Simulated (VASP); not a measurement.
Here is a VASP 6.6.1 calculation.

File INCAR:

```
PREC = Accurate
ENCUT = 520
EDIFF = 1E-8
ISMEAR = -1
SIGMA = 0.15
LREAL = F
LASPH = T
NELM = 80
ALGO = Normal
ISIF = 2
LWAVE = F
LCHARG = T
GGA = PS
IBRION = 8
NSW = 1
```

Contents of KPOINTS:

```
Automatic mesh
0
Gamma
  8 8 8
```

POSCAR

```
GaSb
1.0
    0.0000000000      3.0552000000      3.0552000000
    3.0552000000      0.0000000000      3.0552000000
    3.0552000000      3.0552000000      0.0000000000
Ga Sb
1 1
Direct
    0.0000000000      0.0000000000      0.0000000000
    0.2500000000      0.2500000000      0.2500000000
```

Potentials or basis: VASP PAW PBE potentials, release 64 (Ga_d, Sb).

The run is started by

```console
$ cat potpaw_PBE.64/Ga_d/POTCAR potpaw_PBE.64/Sb/POTCAR > POTCAR
$ mpirun -np 1 vasp_std > vasp.out
```

(1) Estimate the highest phonon frequency at Γ, LO-TO splitting left out.

Results:

(1) 218 cm⁻¹.
